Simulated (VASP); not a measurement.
# BeTe (F-43m) in VASP: further runs, part 3 of 3

VASP 6.6.1. The steps go on from the part before.

## Step 5: Vibrations by perturbation theory, LDA

This run uses another cell than the first one, of 20.26 Å³/atom.

INCAR

```
SYSTEM = BeTe
PREC = Accurate
ENCUT = 520
EDIFF = 1E-8
ISMEAR = 0
SIGMA = 0.01
LREAL = .FALSE.
LASPH = .TRUE.
NELM = 80
ALGO = Normal
ISIF = 2
LWAVE = .FALSE.
LCHARG = .TRUE.
IBRION = 8
NSW = 1
```

KPOINTS

```
Automatic mesh
0
G
  8 8 8
  0 0 0
```

POSCAR

```
BeTe
1.0
    2.7259429486      2.7259429486      0.0000000000
   -2.7259429486      2.7259429486      0.0000000000
    0.0000000000      2.7259429486      2.7259429486
Be Te
1 1
Direct
    0.0000000000      0.0000000000      0.0000000000
    0.7500000000      0.2500000000      0.5000000000
```

Potentials or basis: VASP PAW LDA potentials, release 64 (Be, Te).

The run is started by

```bash
$ cat potpaw_LDA.64/Be/POTCAR potpaw_LDA.64/Te/POTCAR > POTCAR
$ mpirun -np 1 vasp_std > vasp.out
```

OUTCAR:

```text
SYSTEM = BeTe
   PREC = Accurate
   ENCUT = 520
   EDIFF = 1E-8
   ISMEAR = 0
   LREAL = .FALSE.
   LASPH = .TRUE.
   NELM = 80
   ISIF = 2
   IBRION = 8
   NSW = 1

 ion  position               nearest neighbor table
   1  0.000  0.000  0.000-   2 2.36   2 2.36   2 2.36   2 2.36
   2  0.750  0.250  0.500-   1 2.36   1 2.36   1 2.36   1 2.36

  LATTYP: Found a face centered cubic cell.
 ALAT       =     5.4518858972

  Lattice vectors:

 A1 = (   0.0000000000,   2.7259429486,   2.7259429486)
 A2 = (   2.7259429486,   0.0000000000,   2.7259429486)
 A3 = (   2.7259429486,   2.7259429486,   0.0000000000)

Analysis of symmetry for initial positions (statically):
=====================================================================
 Subroutine PRICEL returns:
 Original cell was already a primitive cell.

 Routine SETGRP: Setting up the symmetry group for a
 face centered cubic supercell.

 Subroutine GETGRP returns: Found 24 space group operations
 (whereof 24 operations were pure point group operations)
 out of a pool of 48 trial point group operations.

The static configuration has the point symmetry T_d .

Analysis of symmetry for dynamics (positions and initial velocities):
=====================================================================
 Subroutine PRICEL returns:
 Original cell was already a primitive cell.

 Routine SETGRP: Setting up the symmetry group for a
 face centered cubic supercell.

 Subroutine GETGRP returns: Found 24 space group operations
 (whereof 24 operations were pure point group operations)
[... 450 lines left out ...]
    total drift:                               -0.000000      0.000000      0.000000

  FREE ENERGIE OF THE ION-ELECTRON SYSTEM (eV)
  ---------------------------------------------------
  free  energy   TOTEN  =        -8.6942603327 eV

  energy  without entropy=       -8.6942603327  energy(sigma->0) =       -8.69426033

[... ionic steps 2 to 3 ...]

--------------------------------------- Ionic step        4  -------------------------------------------

------------------------ aborting loop because EDIFF is reached ----------------------------------------

[... ionic steps 5 to 6 ...]

--------------------------------------- Ionic step        7  -------------------------------------------

 Free energy of the ion-electron system (eV)
  ---------------------------------------------------
  ---------------------------------------------------
  free energy    TOTEN  =        -0.04510457 eV

  energy without entropy =       -0.04510457

------------------------ aborting loop because EDIFF is reached ----------------------------------------

 INTERNAL STRAIN TENSOR  FOR ION    2  DIRECTION 1   (eV/Angst):
 -----------------------------------------------------------------------------
     0.01239  0.00000  0.00000
     0.00000 -0.01507  6.76096
     0.00000  6.76096 -0.01507

 INTERNAL STRAIN TENSOR FOR ION    2 for displacements in x,y,z  (eV/Angst):
          X           Y           Z          XY          YZ          ZX
  --------------------------------------------------------------------------------
  x     0.00000     0.00000     0.00000     0.00000     6.76096     0.00000
  y     0.00000     0.00000     0.00000     0.00000     0.00000     6.76096
  z     0.00000     0.00000     0.00000     6.76096     0.00000     0.00000

 SECOND DERIVATIVES (NOT SYMMETRIZED)
 ------------------------------------
               1X          1Y          1Z          2X          2Y          2Z
  1X    -8.420048    0.000000    0.000000    8.420048    0.000000    0.000000
  1Y     0.000000   -8.420048    0.000000    0.000000    8.420048    0.000000
  1Z     0.000000    0.000000   -8.420048    0.000000    0.000000    8.420048
  2X     8.418500   -0.000000    0.000000   -8.418500    0.000000   -0.000000
  2Y     0.000000    8.418500   -0.000000   -0.000000   -8.418500    0.000000
  2Z     0.000000   -0.000000    8.418500   -0.000000    0.000000   -8.418500

 Eigenvectors and eigenvalues of the dynamical matrix
 ----------------------------------------------------

   1 f  =   15.634765 THz    98.236128 2PiTHz  521.519634 cm-1    64.660165 meV
             X         Y         Z           dx          dy          dz
      0.000000  0.000000  0.000000     0.966456   -0.000000   -0.000000
      1.362971  4.088914  1.362971    -0.256833    0.000000    0.000000
[... 21 lines left out ...]
   6 f/i=    0.000357 THz     0.002241 2PiTHz    0.011896 cm-1     0.001475 meV
             X         Y         Z           dx          dy          dz
      0.000000  0.000000  0.000000    -0.092062   -0.142179   -0.193063
      1.362971  4.088914  1.362971    -0.346425   -0.535015   -0.726488

--------------------------------------------------------------------------------------------------------

 ELASTIC MODULI CONTR FROM IONIC RELAXATION (kBar)
 Direction    XX          YY          ZZ          XY          YZ          ZX
 --------------------------------------------------------------------------------
 XX          -0.0000     -0.0000     -0.0000     -0.0000     -0.0000     -0.0000
 YY          -0.0000     -0.0000      0.0000     -0.0000      0.0000     -0.0000
 ZZ          -0.0000      0.0000     -0.0000     -0.0000     -0.0000      0.0000
 XY          -0.0000     -0.0000     -0.0000   -222.3100     -0.0000     -0.0000
 YZ          -0.0000      0.0000     -0.0000     -0.0000   -222.3100      0.0000
 ZX          -0.0000     -0.0000      0.0000     -0.0000      0.0000   -222.3100
 --------------------------------------------------------------------------------
```

OSZICAR:

```text
N       E                     dE             d eps       ncg     rms          rms(c)
DAV:   1     0.196535977642E+02    0.19654E+02   -0.36160E+03   464   0.836E+02
[... 37 lines left out ...]
RMM:   5    -0.451142177174E-01    0.37055E-05    0.61447E-06  2565   0.473E-03    0.499E-03
RMM:   6    -0.451045349290E-01    0.96828E-05    0.46026E-06  2391   0.178E-03    0.390E-04
RMM:   7    -0.451044968084E-01    0.38121E-07    0.89161E-07  2631   0.335E-04    0.121E-04
RMM:   8    -0.451047869022E-01   -0.29009E-06    0.11318E-07  2398   0.143E-04    0.328E-05
RMM:   9    -0.451045571041E-01    0.22980E-06    0.65983E-08  2688   0.410E-05    0.368E-05
RMM:  10    -0.451045705091E-01   -0.13405E-07    0.47082E-08  2715   0.866E-06    0.238E-06
RMM:  11    -0.451045720693E-01   -0.15601E-08   -0.18505E-09  2314   0.199E-06    0.852E-07
 Linear response finished
```

stdout:

```text
POSCAR found type information on POSCAR BeTe
 POSCAR found :  2 types and       2 ions
 scaLAPACK will be used
 LDA part: xc-table for (Slater(with rela. corr.)+CA(PZ))
 , standard interpolation
 POSCAR, INCAR and KPOINTS ok, starting setup
 FFT: planning ... GRIDC
 FFT: planning ... GRID_SOFT
 FFT: planning ... GRID
 WAVECAR not read
 entering main loop
 Linear response reoptimize wavefunctions to high precision
 Linear response DOF=           2
 Linear response progress:
 first order change of Fermi-energy  -0.78871E-04
 force on displaced ion       1 direction 1 :  -8.420   0.000  -0.000
 Linear response progress:
 first order change of Fermi-energy  -0.35686E-03
 force on displaced ion       2 direction 1 :  -8.419   0.000  -0.000
 Linear response finished
```

It took 95 s on 1 thread of Intel Xeon 8259CL, shared host; peak memory 0.23 GiB.

Results:

```yaml
Highest_phonon_frequency_at_Γ_LO-TO_splitting_left_out: 522 cm⁻¹
```

Phonon frequencies in cm⁻¹ (negative: imaginary):
| q point | frequencies |
| --- | --- |
| (0.000, 0.000, 0.000) | 0 0 0 522 522 522 |

Caveat: the cell stands under pressure or tension, which shifts response properties; spin-orbit coupling is left out, which moves the levels of the heavy elements.

## Step 6: Vibrations by perturbation theory, LDA

This run uses another cell than the first one, of 20.81 Å³/atom.

INCAR

```
ALGO = Normal ; EDIFF = 1E-8
ENCUT = 520 ; GGA = CA
IBRION = 8 ; ISIF = 2
ISMEAR = 0 ; LASPH = T
LCHARG = F ; LREAL = F
LWAVE = F ; NELM = 80
NSW = 1 ; PREC = Accurate
SIGMA = 0.01
```

KPOINTS

```
k-points
0
Gamma
  8 8 8
```

POSCAR

```
BeTe
1.0
    2.7505455918      2.7505455918      0.0000000000
   -2.7505455918      2.7505455918      0.0000000000
    0.0000000000      2.7505455918      2.7505455918
Be Te
1 1
Direct
    0.0000000000      0.0000000000      0.0000000000
    0.7500000000      0.2500000000      0.5000000000
```

Potentials or basis: VASP PAW LDA potentials, release 64 (Be, Te).

The run is started by

```bash
$ cat potpaw_LDA.64/Be/POTCAR potpaw_LDA.64/Te/POTCAR > POTCAR
$ mpirun -np 1 vasp_std > vasp.out
```

OUTCAR:

```text
EDIFF = 1E-8
   ENCUT = 520
   GGA = CA
   IBRION = 8
   ISIF = 2
   ISMEAR = 0
   LASPH = T
   LREAL = F
   NELM = 80
   NSW = 1
   PREC = Accurate

 ion  position               nearest neighbor table
   1  0.000  0.000  0.000-   2 2.38   2 2.38   2 2.38   2 2.38
   2  0.750  0.250  0.500-   1 2.38   1 2.38   1 2.38   1 2.38

  LATTYP: Found a face centered cubic cell.
 ALAT       =     5.5010911836

  Lattice vectors:

 A1 = (   0.0000000000,   2.7505455918,   2.7505455918)
 A2 = (   2.7505455918,   0.0000000000,   2.7505455918)
 A3 = (   2.7505455918,   2.7505455918,   0.0000000000)

Analysis of symmetry for initial positions (statically):
=====================================================================
 Subroutine PRICEL returns:
 Original cell was already a primitive cell.

 Routine SETGRP: Setting up the symmetry group for a
 face centered cubic supercell.
[... 493 lines left out ...]

 INTERNAL STRAIN TENSOR  FOR ION    2  DIRECTION 1   (eV/Angst):
 -----------------------------------------------------------------------------
     0.01148  0.00000 -0.00000
     0.00000 -0.01457  5.92097
    -0.00000  5.92097 -0.01457

 INTERNAL STRAIN TENSOR FOR ION    2 for displacements in x,y,z  (eV/Angst):
          X           Y           Z          XY          YZ          ZX
  --------------------------------------------------------------------------------
  x     0.00000     0.00000     0.00000     0.00000     5.92097    -0.00000
  y     0.00000     0.00000     0.00000    -0.00000     0.00000     5.92097
  z     0.00000     0.00000     0.00000     5.92097    -0.00000    -0.00000

 SECOND DERIVATIVES (NOT SYMMETRIZED)
 ------------------------------------
               1X          1Y          1Z          2X          2Y          2Z
  1X    -7.841747   -0.000000    0.000000    7.841747    0.000000   -0.000000
  1Y     0.000000   -7.841747   -0.000000   -0.000000    7.841747    0.000000
  1Z     0.000000   -0.000000   -7.841747   -0.000000    0.000000    7.841747
  2X     7.842233    0.000000   -0.000000   -7.842233   -0.000000    0.000000
  2Y    -0.000000    7.842233    0.000000    0.000000   -7.842233   -0.000000
  2Z    -0.000000    0.000000    7.842233    0.000000   -0.000000   -7.842233

 Eigenvectors and eigenvalues of the dynamical matrix
 ----------------------------------------------------

   1 f  =   15.088429 THz    94.803397 2PiTHz  503.295823 cm-1    62.400701 meV
             X         Y         Z           dx          dy          dz
      0.000000  0.000000  0.000000    -0.966448    0.000000   -0.000000
      1.375273  4.125818  1.375273     0.256863   -0.000000    0.000000
[... 21 lines left out ...]
   6 f/i=    0.000116 THz     0.000728 2PiTHz    0.003867 cm-1     0.000479 meV
             X         Y         Z           dx          dy          dz
      0.000000  0.000000  0.000000     0.000000   -0.244398    0.079045
      1.375273  4.125818  1.375273     0.000000   -0.919549    0.297409

--------------------------------------------------------------------------------------------------------

 ELASTIC MODULI CONTR FROM IONIC RELAXATION (kBar)
 Direction    XX          YY          ZZ          XY          YZ          ZX
 --------------------------------------------------------------------------------
 XX          -0.0000     -0.0000     -0.0000      0.0000     -0.0000     -0.0000
 YY          -0.0000     -0.0000     -0.0000      0.0000      0.0000     -0.0000
 ZZ          -0.0000     -0.0000     -0.0000     -0.0000      0.0000     -0.0000
 XY           0.0000      0.0000     -0.0000   -178.8341      0.0000      0.0000
 YZ          -0.0000      0.0000      0.0000      0.0000   -178.8341      0.0000
 ZX          -0.0000     -0.0000     -0.0000      0.0000      0.0000   -178.8341
 --------------------------------------------------------------------------------
```

OSZICAR:

```text
N       E                     dE             d eps       ncg     rms          rms(c)
DAV:   1     0.205994758376E+02    0.20599E+02   -0.33654E+03   464   0.816E+02
DAV:   2    -0.827336658891E+01   -0.28873E+02   -0.28121E+02   656   0.949E+01
DAV:   3    -0.895891142942E+01   -0.68554E+00   -0.68554E+00   576   0.211E+01
[... 35 lines left out ...]
RMM:   5    -0.453714516025E-01    0.34616E-05    0.54945E-06  2566   0.479E-03    0.462E-03
RMM:   6    -0.453621558536E-01    0.92957E-05    0.41268E-06  2413   0.171E-03    0.411E-04
RMM:   7    -0.453617369560E-01    0.41890E-06    0.81130E-07  2635   0.317E-04    0.129E-04
RMM:   8    -0.453621313478E-01   -0.39439E-06    0.73110E-08  2364   0.144E-04    0.336E-05
RMM:   9    -0.453618909511E-01    0.24040E-06    0.22078E-08  2680   0.418E-05    0.366E-05
RMM:  10    -0.453618970944E-01   -0.61433E-08    0.15373E-08  2715   0.920E-06    0.234E-06
 Linear response finished
```

stdout:

```text
POSCAR found type information on POSCAR BeTe
 POSCAR found :  2 types and       2 ions
 scaLAPACK will be used
 LDA part: xc-table for (Slater(with rela. corr.)+CA(PZ))
 , standard interpolation
 POSCAR, INCAR and KPOINTS ok, starting setup
 FFT: planning ... GRIDC
 FFT: planning ... GRID_SOFT
 FFT: planning ... GRID
 WAVECAR not read
 entering main loop
 Linear response reoptimize wavefunctions to high precision
 Linear response DOF=           2
 Linear response progress:
 first order change of Fermi-energy  -0.73643E-04
 force on displaced ion       1 direction 1 :  -7.842   0.000  -0.000
 Linear response progress:
 first order change of Fermi-energy  -0.36513E-03
 force on displaced ion       2 direction 1 :  -7.842   0.000   0.000
 Linear response finished
```

Wall time 93 s (1 thread of Intel Xeon 8259CL, shared host); peak memory 0.23 GiB.

Results:

```
Highest phonon frequency at Γ, LO-TO splitting left out : 503 cm⁻¹
```

Phonon frequencies in cm⁻¹ (negative: imaginary):
```
              q point        frequencies
(0.000, 0.000, 0.000)  0 0 0 503 503 503
```

Caveat: the cell stands under pressure or tension, which shifts response properties; spin-orbit coupling is left out, which moves the levels of the heavy elements.
